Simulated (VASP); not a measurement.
# ZnSe (F-43m) in VASP: a series of runs

ZnSe is run at these levels: PBEsol; tasks: single point.

Program: VASP 6.6.1. These are calculated values, not measurements. Logs are shortened: lines on timing, memory, paths and dates and some standing lists are left out, and cuts for length are marked.

### Step 1. The cell of the first run

The structure is cubic, space group F-43m (No. 216). Conventional cell: a = 5.471 Å, b = 5.471 Å, c = 5.471 Å, α = 90.00°, β = 90.00°, γ = 90.00°. Zn (site symmetry -43m) has 4 Se at 2.37 Å within 3.1 Å. Within 3.1 Å of Se (site symmetry -43m) lie 4 Zn at 2.37 Å.

### Step 2. Single point, PBEsol, non-collinear spin, zero start, spin-orbit coupling

The input, INCAR:

```
SYSTEM = ZnSe
PREC = Accurate
ENCUT = 520
EDIFF = 1E-6
ISMEAR = 0
SIGMA = 0.01
LREAL = .FALSE.
LASPH = .TRUE.
NELM = 150
ALGO = Normal
ISIF = 2
LWAVE = .FALSE.
LCHARG = .FALSE.
MAGMOM = 0 0 0 0 0 0
LORBIT = 11
LSORBIT = .TRUE.
GGA_COMPAT = .FALSE.
LORBMOM = .TRUE.
GGA = PS
NBANDS = 30
```

The input, KPOINTS:

```
Automatic mesh
0
G
  8 8 8
  0 0 0
```

The input, POSCAR:

```
ZnSe
1.0
    2.7354171504      2.7354171504      0.0000000000
   -2.7354171504      2.7354171504      0.0000000000
    0.0000000000      2.7354171504      2.7354171504
Zn Se
1 1
Direct
    0.0000000000      0.0000000000      0.0000000000
    0.7500000000      0.2500000000      0.5000000000
```

Potentials or basis: VASP PAW PBE potentials, release 64 (Zn, Se).

Run with:

```bash
$ cat potpaw_PBE.64/Zn/POTCAR potpaw_PBE.64/Se/POTCAR > POTCAR
$ mpirun -np 1 vasp_ncl > vasp.out
```

OUTCAR:

```text
SYSTEM = ZnSe
   PREC = Accurate
   ENCUT = 520
   EDIFF = 1E-6
   ISMEAR = 0
   LREAL = .FALSE.
   LASPH = .TRUE.
   NELM = 150
   ISIF = 2
   LORBIT = 11
   LSORBIT = .TRUE.
   GGA = PS

 ion  position               nearest neighbor table
   1  0.000  0.000  0.000-   2 2.37   2 2.37   2 2.37   2 2.37
   2  0.750  0.250  0.500-   1 2.37   1 2.37   1 2.37   1 2.37

  LATTYP: Found a face centered cubic cell.
 ALAT       =     5.4708343008

  Lattice vectors:

 A1 = (   0.0000000000,   2.7354171504,   2.7354171504)
 A2 = (   2.7354171504,   0.0000000000,   2.7354171504)
 A3 = (   2.7354171504,   2.7354171504,   0.0000000000)

Analysis of symmetry for initial positions (statically):
=====================================================================
 Subroutine PRICEL returns:
 Original cell was already a primitive cell.

 Routine SETGRP: Setting up the symmetry group for a
 face centered cubic supercell.

 Subroutine GETGRP returns: Found 24 space group operations
 (whereof 24 operations were pure point group operations)
 out of a pool of 48 trial point group operations.

The static configuration has the point symmetry T_d .

Analysis of symmetry for dynamics (positions and initial velocities):
=====================================================================
 Subroutine PRICEL returns:
 Original cell was already a primitive cell.

 Routine SETGRP: Setting up the symmetry group for a
 face centered cubic supercell.

 Subroutine GETGRP returns: Found 24 space group operations
 (whereof 24 operations were pure point group operations)
 out of a pool of 48 trial point group operations.

The dynamic configuration has the point symmetry T_d .

Analysis of structural, dynamic, and magnetic symmetry:
=====================================================================
 Subroutine PRICEL returns:
 Original cell was already a primitive cell.

 Routine SETGRP: Setting up the symmetry group for a
 face centered cubic supercell.

 Subroutine GETGRP returns: Found 24 space group operations
 (whereof 24 operations were pure point group operations)
 out of a pool of 48 trial point group operations.

The overall configuration has the point symmetry T_d .

 Subroutine INISYM returns: Found 24 space group operations
 (whereof 24 operations are pure point group operations),
 and found     1 'primitive' translations

----------------------------------------------------------------------------------------

                                     Primitive cell

  volume of cell :      40.9356

  direct lattice vectors                    reciprocal lattice vectors
     2.735417150  2.735417150  0.000000000     0.182787477  0.182787477 -0.182787477
    -2.735417150  2.735417150  0.000000000    -0.182787477  0.182787477 -0.182787477
     0.000000000  2.735417150  2.735417150     0.000000000  0.000000000  0.365574954

  length of vectors
     3.868464033  3.868464033  3.868464033     0.316597197  0.316597197  0.365574954

  position of ions in fractional coordinates (direct lattice)
     0.000000000  0.000000000  0.000000000
     0.750000000  0.250000000  0.500000000

  ion indices of the primitive-cell ions
   primitive index   ion index
                 1           1
                 2           2

----------------------------------------------------------------------------------------

 KPOINTS: Automatic mesh

Automatic generation of k-mesh.
 Grid dimensions read from file:
 generate k-points for:    8    8    8

 Generating k-lattice:

  Cartesian coordinates                     Fractional coordinates (reciprocal lattice)
     0.022848435  0.022848435 -0.022848435     0.125000000  0.000000000  0.000000000
    -0.022848435  0.022848435 -0.022848435     0.000000000  0.125000000  0.000000000
     0.000000000  0.000000000  0.045696869     0.000000000  0.000000000  0.125000000

  Length of vectors
     0.039574650  0.039574650  0.045696869

  Shift w.r.t. Gamma in fractional coordinates (k-lattice)
     0.000000000  0.000000000  0.000000000

 Subroutine IBZKPT returns following result:
 ===========================================

 Found     43 irreducible k-points:

 Following reciprocal coordinates:
            Coordinates               Weight
  0.000000  0.000000  0.000000      1.000000
  0.125000  0.000000  0.000000      4.000000
 -0.125000  0.000000  0.000000      4.000000
  0.250000  0.000000  0.000000      4.000000
 -0.250000  0.000000  0.000000      4.000000
  0.375000  0.000000  0.000000      4.000000
[... 16 lines left out ...]
 -0.375000 -0.250000  0.000000     12.000000
  0.500000  0.250000  0.000000     12.000000
[... 21 lines left out ...]
   EDIFFG = 0.1E-04   stopping-criterion for IOM
   NSW    =      0    number of steps for IOM
   IBRION =     -1    ionic relax: 0-MD 1-quasi-New 2-CG
   NFREE  =      0    steps in history (QN), initial steepest desc. (CG)
   ISIF   =      2    stress and relaxation
   ISYM   =      2    0-nonsym 1-usesym 2-fastsym
   POTIM  = 0.5000    time-step for ionic-motion
   TEBEG  =    0.0;   TEEND  =   0.0 temperature during run
   PSTRESS=    0.0 pullay stress
   NELECT =      18.0000    total number of electrons
   NUPDOWN=      -1.0000    fix difference up-down
   EMIN   =  10.00;   EMAX   =-10.00  energy-range for DOS
   EFERMI =   0.00;   METHOD = LEGACY
   ISMEAR =     0;   SIGMA  =   0.01  broadening in eV -4-tet -1-fermi 0-gaus
   EFERMI_NEDOS =   21; number of points for ismear=-14 and -15
   IALGO  =     38    algorithm
   IMIX   =      4    mixing-type and parameters
     AMIX     =   0.40;   BMIX     =  1.00
     AMIX_MAG =   1.60;   BMIX_MAG =  1.00
  volume/ion in A,a.u.               =      20.47       138.12
  Fermi-wavevector in a.u.,A,eV,Ry     =   1.244893  2.352507 21.085753  1.549759
  Thomas-Fermi vector in A             =   2.379140
   LORBIT       =     11    0 simple, 1 ext, 2 COOP (PROOUT), +10 PAW based schemes
   GGA     = PS    functional components
   LHFCALC =     F    Hartree Fock is set to
   AEXX    =    0.0000 exact exchange contribution
   IVDW    =     0    specifies the selected vdW correction
   LEPSILON=     F    determine dielectric tensor
   LRPA    =     F    only Hartree local field effects (RPA)
 Gauss-broadening in eV      SIGMA  =   0.01
  energy-cutoff  :      520.00
  volume of cell :       40.94
 maximum number of plane-waves:      2248
 NGX is ok and might be reduce to    30
   NGX = 15   NGY = 15   NGZ = 15

 number of electron      18.0000000 magnetization       0.0000000      0.0000000      0.0000000

 number of electron      18.0000003 magnetization      -0.0000000     -0.0000000     -0.0000000

 number of electron      18.0000003 magnetization      -0.0000000      0.0000000      0.0000000

 number of electron      18.0000003 magnetization      -0.0000000     -0.0000000      0.0000000

 Free energy of the ion-electron system (eV)
  ---------------------------------------------------
  ext. energy  EPLUGINS =         0.00000000
  ---------------------------------------------------
  free energy    TOTEN  =        -6.71239672 eV

  energy without entropy =       -6.71239672  energy(sigma->0) =       -6.71239672

 E-fermi :   2.6451     XC(G=0): -10.0169

 val. band max:        2.5853277530   @ k =   0.0000   0.0000   0.0000
 cond. band min:       4.0664083186   @ k =   0.0000   0.0000   0.0000
 fundamental gap:      1.4810805655
 Fermi energy:         2.6451278083

 k-point     1 :       0.0000    0.0000    0.0000
  band No.  band energies     occupation
      1     -11.5729      1.00000
      2     -11.5729      1.00000
      3      -4.6513      1.00000
      4      -4.6513      1.00000
      5      -4.6513      1.00000
      6      -4.6513      1.00000
[... 781 lines left out ...]
     29      16.1169      0.00000
     30      16.1191      0.00000

 [... further k-points ...]
[... 5 lines left out ...]
  --------------------------------------------------------------------------------------
  -------------------------------------------------------------------------------------
  Total        1.8827241      1.8827241      1.8827241      0.0000000      0.0000000     -0.0000000
  in kB       73.6879651     73.6879651     73.6879651      0.0000000      0.0000000     -0.0000000
  external PRESSURE =      73.6879651 kB  Pullay stress =       0.0000000 kB

 VOLUME and BASIS-vectors are now :
 -----------------------------------------------------------------------------
  energy-cutoff  :      520.00
  volume of cell :       40.94
      direct lattice vectors                 reciprocal lattice vectors
     2.735417150  2.735417150  0.000000000     0.182787477  0.182787477 -0.182787477
    -2.735417150  2.735417150  0.000000000    -0.182787477  0.182787477 -0.182787477
     0.000000000  2.735417150  2.735417150     0.000000000  0.000000000  0.365574954

 POSITION                                       TOTAL-FORCE (eV/Angst)
 -----------------------------------------------------------------------------------
      0.00000      0.00000      0.00000        -0.000000      0.000000     -0.000000
      1.36771      4.10313      1.36771         0.000000     -0.000000      0.000000
 -----------------------------------------------------------------------------------
    total drift:                               -0.000001      0.000000      0.000000

  FREE ENERGIE OF THE ION-ELECTRON SYSTEM (eV)
  ---------------------------------------------------
  free  energy   TOTEN  =        -6.7123967164 eV

  energy  without entropy=       -6.7123967164  energy(sigma->0) =       -6.71239672

 orbital moment (x)

 # of ion     p       d       tot
 ----------------------------------------
  1         0.000  -0.000  -0.000
  2        -0.000  -0.000  -0.000
 ----------------------------------------
           -0.000  -0.000  -0.000

 orbital moment (y)

 # of ion     p       d       tot
 ----------------------------------------
  1         0.000  -0.000  -0.000
  2        -0.000   0.000  -0.000
 ----------------------------------------
            0.000  -0.000  -0.000

 orbital moment (z)

 # of ion     p       d       tot
 ----------------------------------------
  1         0.000   0.000   0.000
  2         0.000  -0.000  -0.000
 ----------------------------------------
            0.000   0.000   0.000

 Spin-Orbit-Coupling matrix elements

 Ion:    1  E_soc:     -0.0092360
 l=   1
     0.0000000    -0.0005527    -0.0005527
    -0.0005527     0.0000000    -0.0005527
    -0.0005527    -0.0005527     0.0000000
 l=   2
     0.0000000    -0.0002009     0.0000000    -0.0002009    -0.0007858
    -0.0002009     0.0000000    -0.0005893    -0.0002009    -0.0001964
     0.0000000    -0.0005893     0.0000000    -0.0005893     0.0000000
    -0.0002009    -0.0002009    -0.0005893     0.0000000    -0.0001964
    -0.0007858    -0.0001964     0.0000000    -0.0001964     0.0000000
 l=   3
     0.0000000     0.0000000     0.0000000     0.0000000     0.0000000     0.0000000     0.0000000
     0.0000000     0.0000000     0.0000000     0.0000000     0.0000000     0.0000000     0.0000000
     0.0000000     0.0000000     0.0000000     0.0000000     0.0000000     0.0000000     0.0000000
     0.0000000     0.0000000     0.0000000     0.0000000     0.0000000     0.0000000     0.0000000
     0.0000000     0.0000000     0.0000000     0.0000000     0.0000000     0.0000000     0.0000000
     0.0000000     0.0000000     0.0000000     0.0000000     0.0000000     0.0000000     0.0000000
     0.0000000     0.0000000     0.0000000     0.0000000     0.0000000     0.0000000     0.0000000

 Ion:    2  E_soc:     -0.0360088
 l=   1
     0.0000000    -0.0059913    -0.0059913
    -0.0059913     0.0000000    -0.0059913
    -0.0059913    -0.0059913     0.0000000
 l=   2
     0.0000000    -0.0000046     0.0000000    -0.0000046    -0.0000055
    -0.0000046     0.0000000    -0.0000041    -0.0000046    -0.0000014
     0.0000000    -0.0000041     0.0000000    -0.0000041     0.0000000
    -0.0000046    -0.0000046    -0.0000041     0.0000000    -0.0000014
    -0.0000055    -0.0000014     0.0000000    -0.0000014     0.0000000
 l=   3
     0.0000000     0.0000000     0.0000000     0.0000000     0.0000000     0.0000000     0.0000000
     0.0000000     0.0000000     0.0000000     0.0000000     0.0000000     0.0000000     0.0000000
     0.0000000     0.0000000     0.0000000     0.0000000     0.0000000     0.0000000     0.0000000
     0.0000000     0.0000000     0.0000000     0.0000000     0.0000000     0.0000000     0.0000000
     0.0000000     0.0000000     0.0000000     0.0000000     0.0000000     0.0000000     0.0000000
     0.0000000     0.0000000     0.0000000     0.0000000     0.0000000     0.0000000     0.0000000
     0.0000000     0.0000000     0.0000000     0.0000000     0.0000000     0.0000000     0.0000000

 total charge

# of ion       s       p       d       tot
------------------------------------------
    1        0.566   0.542   9.796  10.903
    2        1.434   2.476   0.042   3.952
--------------------------------------------------
tot          2.000   3.018   9.837  14.855

 magnetization (x)

# of ion       s       p       d       tot
------------------------------------------
    1        0.000   0.000  -0.000   0.000
    2       -0.000   0.000  -0.000  -0.000
--------------------------------------------------
tot          0.000   0.000  -0.000   0.000

 magnetization (y)

# of ion       s       p       d       tot
------------------------------------------
    1       -0.000   0.000  -0.000   0.000
    2       -0.000   0.000   0.000  -0.000
--------------------------------------------------
tot         -0.000   0.000  -0.000   0.000

 magnetization (z)

# of ion       s       p       d       tot
------------------------------------------
    1       -0.000   0.000   0.000  -0.000
    2        0.000   0.000   0.000   0.000
--------------------------------------------------
tot         -0.000   0.000   0.000  -0.000
```

Run time: 1.8 min. Hardware: 1 thread of Intel Xeon Platinum 8488C (Sapphire Rapids), shared host; peak memory 0.31 GiB.

What came out:

| Property | Result |
| --- | --- |
| Free energy | -6.7124 eV |
| Pressure | 7.4 GPa |
| Net moment | 0.00 μB per cell |
| Valence electrons inside the program's atomic spheres | Zn 10.90; Se 3.95 |

Moments on the atoms (μB; x, y, z):
```
Zn  0.00 0.00 0.00
Se  0.00 0.00 0.00
```

Caveat: the PAW data sets were made with another functional, which shifts forces and pressure a little.

(Part 1 of 2 ends here.)
